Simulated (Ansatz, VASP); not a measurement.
## H: VASP beside Ansatz

File INCAR:

```
PREC     = Accurate       # precision mode
ENCUT    = 520            # plane-wave cutoff, eV
EDIFF    = 1E-6           # SCF threshold, eV
ISMEAR   = -1             # smearing method
SIGMA    = 0.01           # smearing width, eV
LREAL    = False          # projectors in reciprocal space
LASPH    = True           # aspherical terms in the spheres
NELM     = 60             # most SCF steps
ALGO     = Normal         # electronic algorithm
ISIF     = 2              # what is computed and relaxed
LWAVE    = False          # write WAVECAR
LCHARG   = False          # write CHGCAR
GGA      = PE             # functional
NBANDS   = 8              # bands
```

File KPOINTS:

```
regular mesh
0
Gamma
  12 12 12
```

The input POSCAR:

```
H
1.0
   -1.6915344700      1.6915344700      2.0584739900
    1.6915344700     -1.6915344700      2.0584739900
    1.6915344700      1.6915344700     -2.0584739900
H
2
Direct
    0.9098622900      0.9098622900      0.0000000000
    0.0901377100      0.0901377100      0.0000000000
```

Input for Ansatz:

```yaml
crystal:
  lattice:
    - [-1.69153447, 1.69153447, 2.05847399]
    - [1.69153447, -1.69153447, 2.05847399]
    - [1.69153447, 1.69153447, -2.05847399]
  atoms:
    - { symbol: H, position: [0.90986229, 0.90986229, 0.0] }
    - { symbol: H, position: [0.09013771, 0.09013771, 0.0] }
kpoints:
  mp_grid: { grid: [12, 12, 12] }
  band_path:
    path:
      - [0.0, 0.0, 0.0]
      - [0.0, 0.0, 0.5]
      - [0.25, 0.25, 0.25]
      - [0.0, 0.5, 0.0]
      - [0.0, 0.0, 0.0]
      - [0.5, 0.5, -0.5]
      - [0.418814966, 0.581185034, -0.418814966]
      - [-0.418814966, 0.418814966, 0.418814966]
      - [0.0, 0.0, 0.0]
    npoints: 5
scf:
  occupations: { method: fermi_dirac, width: 0.01 }
hamiltonian:
  xc: pbe
  pseudopotentials: { kind: all_electron, lapw: { basis_error: 0.0005 } }
output:
  forces: true
  stress: true
  eigenvalues: true
```

Alike in both runs: task single point; functional PBE; k mesh 12 × 12 × 12; occupations fermi-dirac, width 0.01 eV; no spin polarisation.

```csv
,VASP,Ansatz
version,VASP 6.6.1,Ansatz 0.2.0
potentials or method,"VASP PAW PBE potentials, release 64 (H), cutoff 520 eV","all-electron LAPW, scalar-relativistic"
```

|  | VASP | Ansatz | Ansatz less VASP |
| --- | --- | --- | --- |
| gap on the k mesh at the Fermi level (eV) | 8.94 | 8.94 | +0.002 |
| pressure (GPa) | 0.6 | 0.8 | +0.21 |
| traceless stress, the component that is largest in VASP (GPa) | 0.88 | 0.94 | +0.057 |
| rms of the force components (eV/Å) | 0.152 | 0.154 | +0.0020 |

Atom by atom the forces differ by 0.002 eV/Å (rms over components). Ansatz ran all-electron here, and VASP with PAW potentials.
